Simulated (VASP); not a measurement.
SrTl: single point with LDA

Crystal: SrTl.

```
CELL_PARAMETERS angstrom
3.98153 0.00000 0.00000
0.00000 3.98153 0.00000
0.00000 0.00000 3.98153
ATOMIC_POSITIONS crystal
Sr 0.00000 0.00000 0.00000
Tl 0.50000 0.50000 0.50000
```

- Program: VASP 6.6.1
- Task: single point
- Functional: LDA
- Potentials or basis: VASP PAW LDA potentials, release 64 (Sr_sv, Tl_d)
- Cutoff: 520 eV
- k mesh: 10 × 10 × 10
- Occupations: fermi-dirac, width 0.15 eV
- Spin: no spin polarisation

| Property | Result |
| --- | --- |
| Pressure | -0.5 GPa |
| Band gap on the k mesh | zero (an odd number of electrons rules out a gap without spin polarisation) |

Levels at points of the mesh, in eV from the Fermi level:
| k point | band 7 | band 8 | band 9 | band 10 | band 11 | band 12 | band 13 | band 14 | band 15 | band 16 |
| --- | --- | --- | --- | --- | --- | --- | --- | --- | --- | --- |
| (0.00, 0.00, 0.00) | -11.36 | -11.36 | -11.36 | -8.06 | 1.20 | 1.20 | 2.97 | 2.97 | 2.97 | 4.72 |
| (0.50, 0.00, 0.00) | -11.38 | -11.35 | -11.32 | -6.43 | -3.07 | 1.54 | 1.58 | 1.58 | 5.12 | 6.05 |
| (0.50, 0.50, 0.00) | -11.42 | -11.41 | -11.22 | -6.05 | -0.81 | -0.81 | 0.97 | 3.76 | 3.76 | 4.78 |
| (0.50, 0.50, 0.50) | -11.42 | -11.22 | -11.22 | -4.69 | -1.56 | -1.56 | -1.56 | 4.61 | 4.61 | 4.61 |

It took 67 s on 1 thread of Intel Xeon 8259CL, with other jobs on the host, peak memory 0.2 GiB.

Caveat: spin-orbit coupling is left out, which moves the levels of the heavy elements.
